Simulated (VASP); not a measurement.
A run of VASP 6.6.1:

Contents of INCAR:

```
PREC = Accurate ; ENCUT = 520
EDIFF = 1E-6 ; ISMEAR = 0
SIGMA = 0.1 ; LREAL = False
LASPH = True ; NELM = 80
ALGO = Normal ; ISIF = 2
LWAVE = False ; LCHARG = True
GGA = PS ; LELF = True
LVHAR = True ; NBANDS = 24
```

The input KPOINTS:

```
Automatic mesh
0
Gamma
  6 6 4
```

The input POSCAR:

```
TaN
1.0
    3.0480019786      0.0000000000      0.0000000000
   -1.5240009893      2.6396471442      0.0000000000
    0.0000000000      0.0000000000      4.9180000000
Ta N
2 2
Direct
    0.0000000000      0.0000000000      0.0000000000
    0.0000000000      0.0000000000      0.5000000000
    0.3333333333      0.6666666667      0.2500000000
    0.6666666667      0.3333333333      0.7500000000
```

Potentials or basis: VASP PAW PBE potentials, release 64 (Ta_pv, N).

The run is started by

```sh
$ cat potpaw_PBE.64/Ta_pv/POTCAR potpaw_PBE.64/N/POTCAR > POTCAR
$ mpirun -np 1 vasp_std > vasp.out
```

Hardware: 1 thread of Intel(R) Xeon(R) 6975P-C (Granite Rapids), on a shared host.

Question: How long does it take, and how much memory?

Answer: Wall time 8.1 s on 1 thread of Intel(R) Xeon(R) 6975P-C (Granite Rapids) (shared host), peak memory 0.16 GiB. Counts: scf iterations 13, k points 21.
